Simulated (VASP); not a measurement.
# SiO2 (Fd-3m) in VASP: a series of runs, part 2 of 2

VASP 6.6.1. Earlier steps stand in the parts before.

## 4. Single point, r2SCAN (16.39 Å³/atom)

This run uses another cell than the first one, of 16.39 Å³/atom.

POSCAR reads:

```
SiO2
1.0
    0.0000000000      3.6632475126      3.6632475126
    3.6632475126      0.0000000000      3.6632475126
    3.6632475126      3.6632475126      0.0000000000
Si O
2 4
Direct
    0.5000000000      0.5000000000      0.5000000000
    0.7500000000      0.7500000000      0.7500000000
    0.6250000000      0.6250000000      0.6250000000
    0.1250000000      0.6250000000      0.6250000000
    0.6250000000      0.6250000000      0.1250000000
    0.6250000000      0.1250000000      0.6250000000
```

INCAR.step1 reads:

```
PREC = Accurate
ENCUT = 520
ISMEAR = 0
SIGMA = 0.02
LREAL = False
LASPH = True
NELM = 100
NBANDS = 25
GGA = PE
ALGO = Normal
EDIFF = 1E-4
LWAVE = True
LCHARG = False
```

INCAR.step2 reads:

```
PREC = Accurate
ENCUT = 520
EDIFF = 1E-6
ISMEAR = 0
SIGMA = 0.02
LREAL = False
LASPH = True
NELM = 100
ALGO = Normal
ISIF = 2
LWAVE = False
LCHARG = False
METAGGA = R2SCAN
LMIXTAU = True
NBANDS = 25
ISTART = 1
```

KPOINTS reads:

```
Automatic mesh
0
Gamma
  6 6 6
```

Potentials or basis: VASP PAW PBE potentials, release 64 (Si, O).

Run with:

```
cat potpaw_PBE.64/Si/POTCAR potpaw_PBE.64/O/POTCAR > POTCAR
cp INCAR.step1 INCAR
mpirun -np 1 vasp_std > vasp.out
cp INCAR.step2 INCAR
mpirun -np 1 vasp_std > vasp.out
```

OUTCAR:

```text
PREC = Accurate
   ENCUT = 520
   EDIFF = 1E-6
   ISMEAR = 0
   LREAL = False
   LASPH = True
   NELM = 100
   ISIF = 2
   METAGGA = R2SCAN
   ISTART = 1

 ion  position               nearest neighbor table
   1  0.500  0.500  0.500-   3 1.59   4 1.59   5 1.59   6 1.59
   2  0.750  0.750  0.750-   3 1.59   4 1.59   5 1.59   6 1.59
   3  0.625  0.625  0.625-   1 1.59   2 1.59
   4  0.125  0.625  0.625-   1 1.59   2 1.59
   5  0.625  0.625  0.125-   1 1.59   2 1.59
   6  0.625  0.125  0.625-   1 1.59   2 1.59

  LATTYP: Found a face centered cubic cell.
 ALAT       =     7.3264950252

  Lattice vectors:

 A1 = (   0.0000000000,   3.6632475126,   3.6632475126)
 A2 = (   3.6632475126,   0.0000000000,   3.6632475126)
 A3 = (   3.6632475126,   3.6632475126,   0.0000000000)

Analysis of symmetry for initial positions (statically):
=====================================================================
 Subroutine PRICEL returns:
 Original cell was already a primitive cell.

 Routine SETGRP: Setting up the symmetry group for a
 face centered cubic supercell.

 Subroutine GETGRP returns: Found 48 space group operations
 (whereof 24 operations were pure point group operations)
 out of a pool of 48 trial point group operations.

The static configuration has the point symmetry T_d .
 The point group associated with its full space group is O_h .

Analysis of symmetry for dynamics (positions and initial velocities):
=====================================================================
 Subroutine PRICEL returns:
 Original cell was already a primitive cell.

 Routine SETGRP: Setting up the symmetry group for a
 face centered cubic supercell.

 Subroutine GETGRP returns: Found 48 space group operations
 (whereof 24 operations were pure point group operations)
 out of a pool of 48 trial point group operations.

The dynamic configuration has the point symmetry T_d .
 The point group associated with its full space group is O_h .

[... 118 lines left out ...]
  volume/ion in A,a.u.               =      16.39       110.58
  Fermi-wavevector in a.u.,A,eV,Ry     =   1.126113  2.128045 17.253957  1.268130
  Thomas-Fermi vector in A             =   2.262793
   LORBIT       =      0    0 simple, 1 ext, 2 COOP (PROOUT), +10 PAW based schemes
   METAGGA = R2SCAN    functional components
   LHFCALC =     F    Hartree Fock is set to
   AEXX    =    0.0000 exact exchange contribution
   IVDW    =     0    specifies the selected vdW correction
   LEPSILON=     F    determine dielectric tensor
   LRPA    =     F    only Hartree local field effects (RPA)
 non-spin polarized calculation
 Gauss-broadening in eV      SIGMA  =   0.02
  energy-cutoff  :      520.00
  volume of cell :       98.32
 maximum number of plane-waves:      2685
 NGX is ok and might be reduce to    40
   NGX = 19   NGY = 19   NGZ = 19

 number of electron      31.9999984 magnetization

 Free energy of the ion-electron system (eV)
  ---------------------------------------------------
  ext. energy  EPLUGINS =         0.00000000
  ---------------------------------------------------
  free energy    TOTEN  =       -59.44843997 eV

  energy without entropy =      -59.44843997  energy(sigma->0) =      -59.44843997

 E-fermi :  -0.8987     XC(G=0):  -7.9512

 val. band max:       -1.0751335094   @ k =   0.5000   0.0000   0.0000
 cond. band min:       5.0236014161   @ k =   0.0000   0.0000   0.0000
 fundamental gap:      6.0987349255
 Fermi energy:        -0.8987073134

 k-point     1 :       0.0000    0.0000    0.0000
  band No.  band energies     occupation
      1     -21.6936      2.00000
      2     -19.6078      2.00000
      3     -19.6078      2.00000
      4     -19.6078      2.00000
      5     -11.4020      2.00000
      6      -7.2601      2.00000
[... 437 lines left out ...]
     24      12.4179      0.00000
     25      12.8463      0.00000

------------------------ aborting loop because EDIFF is reached ----------------------------------------

  FORCE on cell =-STRESS in cart. coord.  units (eV):
  Direction    XX          YY          ZZ          XY          YZ          ZX
  --------------------------------------------------------------------------------------
  -------------------------------------------------------------------------------------
  Total        3.1937878      3.1937878      3.1937878      0.0000000     -0.0000000      0.0000000
  in kB       52.0460596     52.0460596     52.0460596      0.0000000     -0.0000000      0.0000000
  external PRESSURE =      52.0460596 kB  Pullay stress =       0.0000000 kB

 VOLUME and BASIS-vectors are now :
 -----------------------------------------------------------------------------
  energy-cutoff  :      520.00
  volume of cell :       98.32
      direct lattice vectors                 reciprocal lattice vectors
     0.000000000  3.663247513  3.663247513    -0.136490914  0.136490914  0.136490914
     3.663247513  0.000000000  3.663247513     0.136490914 -0.136490914  0.136490914
     3.663247513  3.663247513  0.000000000     0.136490914  0.136490914 -0.136490914

 POSITION                                       TOTAL-FORCE (eV/Angst)
 -----------------------------------------------------------------------------------
      3.66325      3.66325      3.66325        -0.000000     -0.000000     -0.000000
      5.49487      5.49487      5.49487         0.000000      0.000000      0.000000
      4.57906      4.57906      4.57906         0.000000     -0.000000     -0.000000
      4.57906      2.74744      2.74744         0.000000      0.000000      0.000000
      2.74744      2.74744      4.57906         0.000000      0.000000     -0.000000
      2.74744      4.57906      2.74744         0.000000      0.000000     -0.000000
 -----------------------------------------------------------------------------------
    total drift:                                0.000000      0.000000      0.000000

  FREE ENERGIE OF THE ION-ELECTRON SYSTEM (eV)
  ---------------------------------------------------
  free  energy   TOTEN  =       -59.4484399683 eV

  energy  without entropy=      -59.4484399683  energy(sigma->0) =      -59.44843997
```

OUTCAR.step1:

```text
PREC = Accurate
   ENCUT = 520
   ISMEAR = 0
   LREAL = False
   LASPH = True
[... 675 lines left out ...]
      4.57906      4.57906      4.57906        -0.000000      0.000000      0.000000
      4.57906      2.74744      2.74744        -0.000000      0.000000      0.000000
      2.74744      2.74744      4.57906        -0.000000      0.000000      0.000000
      2.74744      4.57906      2.74744        -0.000000      0.000000      0.000000
 -----------------------------------------------------------------------------------
    total drift:                                0.000000      0.000000      0.000000

  FREE ENERGIE OF THE ION-ELECTRON SYSTEM (eV)
  ---------------------------------------------------
  free  energy   TOTEN  =       -47.2672319614 eV

  energy  without entropy=      -47.2672319614  energy(sigma->0) =      -47.26723196
```

OSZICAR.step1:

```text
N       E                     dE             d eps       ncg     rms          rms(c)
DAV:   1     0.196246942092E+03    0.19625E+03   -0.16094E+04   800   0.115E+03
DAV:   2    -0.395098872066E+02   -0.23576E+03   -0.22285E+03  1070   0.276E+02
DAV:   3    -0.542897099201E+02   -0.14780E+02   -0.14693E+02  1037   0.725E+01
DAV:   4    -0.544549526537E+02   -0.16524E+00   -0.16515E+00  1007   0.866E+00
DAV:   5    -0.544571507156E+02   -0.21981E-02   -0.21973E-02  1040   0.988E-01    0.223E+01
DAV:   6    -0.473400327074E+02    0.71171E+01   -0.21797E+01   973   0.294E+01    0.109E+01
DAV:   7    -0.472971435793E+02    0.42889E-01   -0.10302E+00  1040   0.512E+00    0.373E+00
DAV:   8    -0.472672771682E+02    0.29866E-01   -0.59179E-02   988   0.181E+00    0.144E+00
DAV:   9    -0.472648861543E+02    0.23910E-02   -0.32372E-02  1027   0.116E+00    0.305E-01
DAV:  10    -0.472673028589E+02   -0.24167E-02   -0.15346E-03   826   0.232E-01    0.677E-02
DAV:  11    -0.472672319614E+02    0.70898E-04   -0.42656E-04   871   0.148E-01
   1 F= -.47267232E+02 E0= -.47267232E+02  d E =-.362025E-33
```

Wall time 3.7 min (1 thread of Intel Xeon 8259CL, shared host); peak memory 0.25 GiB.

Results:

```yaml
Free_energy: -59.4484 eV
Pressure: 5.2 GPa
Band_gap_on_the_k_mesh: 6.10 eV (least direct gap 6.10 eV)
```

Caveat: the cell stands under pressure; the PAW data sets were made with another functional, which shifts forces and pressure a little. r2SCAN opens gaps a little over a GGA but as a rule still falls short of measured ones.

## 5. Single point, r2SCAN

This run uses another cell than the first one, of 16.88 Å³/atom.

Changes to POSCAR since step 4:

```diff
@@ -2,5 +2,5 @@
 1.0
-    0.0000000000      3.6632475126      3.6632475126
-    3.6632475126      0.0000000000      3.6632475126
-    3.6632475126      3.6632475126      0.0000000000
+    0.0000000000      3.6998570670      3.6998570670
+    3.6998570670      0.0000000000      3.6998570670
+    3.6998570670      3.6998570670      0.0000000000
 Si O
```

INCAR.step1 reads:

```
PREC     = Accurate       # precision mode
ENCUT    = 520            # plane-wave cutoff, eV
ISMEAR   = 0              # smearing method
SIGMA    = 0.1            # smearing width, eV
LREAL    = False          # projectors in reciprocal space
LASPH    = True           # aspherical terms in the spheres
NELM     = 80             # most SCF steps
NBANDS   = 25             # bands
GGA      = PE             # functional
ALGO     = Normal         # electronic algorithm
EDIFF    = 1E-4           # SCF threshold, eV
LWAVE    = True           # write WAVECAR
LCHARG   = False          # write CHGCAR
```

INCAR.step2 reads:

```
PREC     = Accurate       # precision mode
ENCUT    = 520            # plane-wave cutoff, eV
EDIFF    = 1E-7           # SCF threshold, eV
ISMEAR   = 0              # smearing method
SIGMA    = 0.1            # smearing width, eV
LREAL    = False          # projectors in reciprocal space
LASPH    = True           # aspherical terms in the spheres
NELM     = 80             # most SCF steps
ALGO     = Normal         # electronic algorithm
ISIF     = 2              # what is computed and relaxed
LWAVE    = False          # write WAVECAR
LCHARG   = False          # write CHGCAR
METAGGA  = R2SCAN         # meta-GGA
LMIXTAU  = True         
NBANDS   = 25             # bands
ISTART   = 1
```

KPOINTS is that of step 4.

Potentials or basis: VASP PAW PBE potentials, release 64 (Si, O).

Run with:

```
cat potpaw_PBE.64/Si/POTCAR potpaw_PBE.64/O/POTCAR > POTCAR
cp INCAR.step1 INCAR
mpirun -np 1 vasp_std > vasp.out
cp INCAR.step2 INCAR
mpirun -np 1 vasp_std > vasp.out
```

OUTCAR:

```text
PREC = Accurate
   ENCUT = 520
   EDIFF = 1E-7
   ISMEAR = 0
   LREAL = False
   LASPH = True
   NELM = 80
   ISIF = 2
   METAGGA = R2SCAN
   ISTART = 1

 ion  position               nearest neighbor table
   1  0.500  0.500  0.500-   3 1.60   4 1.60   5 1.60   6 1.60
   2  0.750  0.750  0.750-   3 1.60   4 1.60   5 1.60   6 1.60
   3  0.625  0.625  0.625-   1 1.60   2 1.60
   4  0.125  0.625  0.625-   1 1.60   2 1.60
   5  0.625  0.625  0.125-   1 1.60   2 1.60
   6  0.625  0.125  0.625-   1 1.60   2 1.60

[... 644 lines left out ...]
  -------------------------------------------------------------------------------------
  Total        0.1247133      0.1247133      0.1247133      0.0000000      0.0000000      0.0000000
  in kB        1.9725978      1.9725978      1.9725978      0.0000000      0.0000000      0.0000000
  external PRESSURE =       1.9725978 kB  Pullay stress =       0.0000000 kB

 VOLUME and BASIS-vectors are now :
 -----------------------------------------------------------------------------
  energy-cutoff  :      520.00
  volume of cell :      101.29
      direct lattice vectors                 reciprocal lattice vectors
     0.000000000  3.699857067  3.699857067    -0.135140356  0.135140356  0.135140356
     3.699857067  0.000000000  3.699857067     0.135140356 -0.135140356  0.135140356
     3.699857067  3.699857067  0.000000000     0.135140356  0.135140356 -0.135140356

 POSITION                                       TOTAL-FORCE (eV/Angst)
 -----------------------------------------------------------------------------------
      3.69986      3.69986      3.69986         0.000000      0.000000     -0.000000
      5.54979      5.54979      5.54979        -0.000000     -0.000000      0.000000
      4.62482      4.62482      4.62482         0.000000     -0.000000      0.000000
      4.62482      2.77489      2.77489         0.000000     -0.000000      0.000000
      2.77489      2.77489      4.62482         0.000000     -0.000000      0.000000
      2.77489      4.62482      2.77489         0.000000     -0.000000      0.000000
 -----------------------------------------------------------------------------------
    total drift:                                0.000000      0.000000      0.000000

  FREE ENERGIE OF THE ION-ELECTRON SYSTEM (eV)
  ---------------------------------------------------
  free  energy   TOTEN  =       -59.5011833641 eV

  energy  without entropy=      -59.5011833641  energy(sigma->0) =      -59.50118336
```

Wall time 4.4 min (1 thread of Intel Xeon 8259CL, shared host); peak memory 0.25 GiB.

Results:

```
Free energy            : -59.5012 eV
Pressure               : 0.2 GPa
Band gap on the k mesh : 6.04 eV (least direct gap 6.05 eV)
```

Caveat: the PAW data sets were made with another functional, which shifts forces and pressure a little. r2SCAN opens gaps a little over a GGA but as a rule still falls short of measured ones.

## 6. Single point, r2SCAN

This run uses another cell than the first one, of 16.89 Å³/atom.

Changes to POSCAR since step 5:

```diff
@@ -2,5 +2,5 @@
 1.0
-    0.0000000000      3.6998570670      3.6998570670
-    3.6998570670      0.0000000000      3.6998570670
-    3.6998570670      3.6998570670      0.0000000000
+    0.0000000000      3.7006301712      3.7006301712
+    3.7006301712      0.0000000000      3.7006301712
+    3.7006301712      3.7006301712      0.0000000000
 Si O
```

INCAR.step1 reads:

```
ALGO     = Normal         # electronic algorithm
EDIFF    = 1E-4           # SCF threshold, eV
ENCUT    = 520            # plane-wave cutoff, eV
GGA      = PE             # functional
ISMEAR   = 0              # smearing method
LASPH    = T              # aspherical terms in the spheres
LCHARG   = F              # write CHGCAR
LREAL    = F              # projectors in reciprocal space
LWAVE    = T              # write WAVECAR
NBANDS   = 25             # bands
NELM     = 100            # most SCF steps
PREC     = Accurate       # precision mode
SIGMA    = 0.02           # smearing width, eV
```

INCAR.step2 reads:

```
ALGO     = Normal         # electronic algorithm
EDIFF    = 1E-6           # SCF threshold, eV
ENCUT    = 520            # plane-wave cutoff, eV
ISIF     = 2              # what is computed and relaxed
ISMEAR   = 0              # smearing method
ISTART   = 1            
LASPH    = T              # aspherical terms in the spheres
LCHARG   = F              # write CHGCAR
LMIXTAU  = T            
LREAL    = F              # projectors in reciprocal space
LWAVE    = F              # write WAVECAR
METAGGA  = R2SCAN         # meta-GGA
NBANDS   = 25             # bands
NELM     = 100            # most SCF steps
PREC     = Accurate       # precision mode
SIGMA    = 0.02           # smearing width, eV
```

KPOINTS reads:

```
k-points
0
Gamma
  6 6 6
```

Potentials or basis: VASP PAW PBE potentials, release 64 (Si, O).

Run with:

```
cat potpaw_PBE.64/Si/POTCAR potpaw_PBE.64/O/POTCAR > POTCAR
cp INCAR.step1 INCAR
mpirun -np 1 vasp_std > vasp.out
cp INCAR.step2 INCAR
mpirun -np 1 vasp_std > vasp.out
```

Run time: 3.6 min. Hardware: 1 thread of Intel Xeon 8259CL, shared host; peak memory 0.26 GiB.

Results (log left out):

```
Free energy            : -59.5013 eV
Pressure               : 0.1 GPa
Band gap on the k mesh : 6.04 eV (least direct gap 6.05 eV)
```

Levels at points of the mesh, in eV from the valence-band top:
```
           k point  band 13  band 14  band 15  band 16  band 17  band 18  band 19  band 20
(0.00, 0.00, 0.00)    -2.10    -0.01    -0.01    -0.01     6.04     9.69     9.69     9.69
(0.50, 0.00, 0.00)    -2.02    -1.01    -1.01     0.00     8.49     8.60     9.30    11.36
(0.50, 0.50, 0.00)    -1.46    -1.46    -0.67    -0.67     8.94     8.94    11.47    11.47
```

Caveat: the PAW data sets were made with another functional, which shifts forces and pressure a little. r2SCAN opens gaps a little over a GGA but as a rule still falls short of measured ones.

## 7. The runs side by side

```tsv
cell	k mesh	smearing	gap on the mesh (eV)	pressure (GPa)
a = 5.035 Å, angles 60.0°, 6 atoms	4 × 4 × 4	gaussian 0.1 eV	6.16	23.0
a = 5.127 Å, angles 60.0°, 6 atoms	6 × 6 × 6	gaussian 0.02 eV	6.13	11.1
a = 5.181 Å, angles 60.0°, 6 atoms	6 × 6 × 6	gaussian 0.02 eV	6.10	5.2
a = 5.232 Å, angles 60.0°, 6 atoms	6 × 6 × 6	gaussian 0.1 eV	6.04	0.2
a = 5.233 Å, angles 60.0°, 6 atoms	6 × 6 × 6	gaussian 0.02 eV	6.04	0.1
```

Alike in all rows: task single point; level r2SCAN; potentials or basis VASP PAW PBE potentials, release 64 (Si, O); no spin polarisation; cutoff (eV) 520.

Caveats: the PAW data sets were made with another functional, which shifts forces and pressure a little; the cell stands under pressure (at least some runs).

Absolute energies hang on the potentials; compare differences alone.
